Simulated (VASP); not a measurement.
Here is a VASP 6.6.1 calculation.

The input POSCAR:

```
BaTiO3
1.0
    3.9940959787      0.0000000000      0.0000000000
    0.0000000000      3.9940959787      0.0000000000
    0.0000000000      0.0000000000      3.9940959787
Ba Ti O
1 1 3
Direct
    0.5000000000      0.5000000000      0.5000000000
    0.0000000000      0.0000000000      0.0000000000
    0.5000000000      0.0000000000      0.0000000000
    0.0000000000      0.5000000000      0.0000000000
    0.0000000000      0.0000000000      0.5000000000
```

INCAR.step1

```
PREC = Accurate
ENCUT = 520
EDIFF = 1E-5
ISMEAR = 0
SIGMA = 0.01
LREAL = False
LASPH = True
NELM = 60
ALGO = Normal
ISIF = 2
LWAVE = True
LCHARG = False
NBANDS = 28
GGA = PE
```

Contents of INCAR.step2:

```
PREC = Accurate
ENCUT = 520
EDIFF = 1E-6
ISMEAR = 0
SIGMA = 0.01
LREAL = False
LASPH = True
NELM = 60
ALGO = Normal
ISIF = 2
LWAVE = False
LCHARG = False
METAGGA = R2SCAN
LHFCALC = True
AEXX = 0.25
LMIXTAU = True
PRECFOCK = Fast
NBANDS = 28
ISTART = 1
```

The input KPOINTS:

```
regular mesh
0
Gamma
  4 4 4
```

Potentials or basis: VASP PAW PBE potentials, release 64 (Ba_sv, Ti_sv, O).

Run with:

```bash
$ cat potpaw_PBE.64/Ba_sv/POTCAR potpaw_PBE.64/Ti_sv/POTCAR potpaw_PBE.64/O/POTCAR > POTCAR
$ cp INCAR.step1 INCAR
$ mpirun -np 1 vasp_std > vasp.out
$ cp INCAR.step2 INCAR
$ mpirun -np 1 vasp_std > vasp.out
```

(1) What does it give for the band gap on the k mesh?

(2) Predict the pressure.

Results:

(1) 4.23 eV (least direct gap 4.34 eV).

(2) -2.1 GPa.

Caveat: the PAW data sets were made with another functional, which shifts forces and pressure a little; spin-orbit coupling is left out, which moves the levels of the heavy elements.
